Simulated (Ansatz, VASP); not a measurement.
**One calculation of GaP, two programs**

```
Ga P
1.0
     0.00000    2.69800    2.72525
     2.69800    0.00000    2.72525
     2.69800    2.69800    0.00000
Ga P
1 1
Direct
  0.00000 0.00000 0.00000
  0.75000 0.75000 0.75000
```

Change from the starting cell: equal xx and yy strain of -1 %, PAW files.

Alike in both runs: task electric field gradients; functional LDA; k mesh 10 × 10 × 10; occupations fermi-dirac, width 0.05 eV; no spin polarisation.

|  | VASP | Ansatz |
| --- | --- | --- |
| version | VASP 6.6.1 | Ansatz 0.2.0 |
| potentials or method | VASP PAW LDA potentials, release 64 (Ga_d, P) | PAW with Ansatz's default frozen-core files, scalar-relativistic |
| plane-wave cutoff (eV) | 520 | 420 |
| valence electrons in the cell | 18 | 18 |

```csv
,VASP,Ansatz,Ansatz less VASP
pressure (GPa),-1.0,-1.1,-0.11
"traceless stress, the component that is largest in VASP (GPa)",-0.53,-0.53,-0.001
size of Vzz on the site where it differs most (V/Å²),1.7,2.0,+0.26
```

LDA's correlation is that of Perdew and Zunger in VASP and of Perdew and Wang (1992) in Ansatz.
